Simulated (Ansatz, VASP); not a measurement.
## Two plane-wave programs on BN

Contents of INCAR:

```
PREC     = Accurate       # precision mode
ENCUT    = 520            # plane-wave cutoff, eV
EDIFF    = 1E-7           # SCF threshold, eV
ISMEAR   = 0              # smearing method
SIGMA    = 0.05           # smearing width, eV
LREAL    = False          # projectors in reciprocal space
LASPH    = True           # aspherical terms in the spheres
NELM     = 60             # most SCF steps
ALGO     = Normal         # electronic algorithm
ISIF     = 2              # what is computed and relaxed
LWAVE    = False          # write WAVECAR
LCHARG   = False          # write CHGCAR
NBANDS   = 11             # bands
```

The input KPOINTS:

```
regular mesh
0
Gamma
  12 12 12
```

POSCAR

```
BN
1.0
    0.0000000000      2.0929567700      1.3604219005
    2.0929567700      0.0000000000      1.3604219005
    2.0929567700      2.0929567700      0.0000000000
B N
1 1
Direct
    0.0000000000      0.0000000000      0.0000000000
    0.7500000000      0.7500000000      0.7500000000
```

Input for Ansatz:

```yaml
crystal:
  lattice:
    - [0.0, 2.09295677, 1.3604219005]
    - [2.09295677, 0.0, 1.3604219005]
    - [2.09295677, 2.09295677, 0.0]
  atoms:
    - { symbol: B, position: [0.0, 0.0, 0.0] }
    - { symbol: "N", position: [0.75, 0.75, 0.75] }
basis:
  ecutwfc: 420
kpoints:
  mp_grid: { grid: [12, 12, 12] }
hamiltonian:
  xc: lda
scf:
  occupations: { method: gaussian, width: 0.05 }
output:
  forces: true
  stress: true
  eigenvalues: true
```

Alike in both runs: task single point; functional LDA; k mesh 12 × 12 × 12; occupations gaussian, width 0.05 eV; no spin polarisation.

|  | VASP | Ansatz |
| --- | --- | --- |
| version | VASP 6.6.1 | Ansatz 0.2.0 |
| potentials or method | VASP PAW LDA potentials, release 64 (B, N), cutoff 520 eV | scalar-relativistic, plane waves, PAW |
| valence electrons in the cell | 8 | 8 |

```tsv
	VASP	Ansatz	Ansatz less VASP
gap on the k mesh at the Fermi level (eV)	none	none	-
pressure (GPa)	-19.1	-19.7	-0.68
traceless stress, the component that is largest in VASP (GPa)	103.62	103.81	+0.192
```

LDA's correlation is that of Perdew and Zunger in VASP and of Perdew and Wang (1992) in Ansatz. A gap of «none» marks a metal or a gap that the smearing closes.
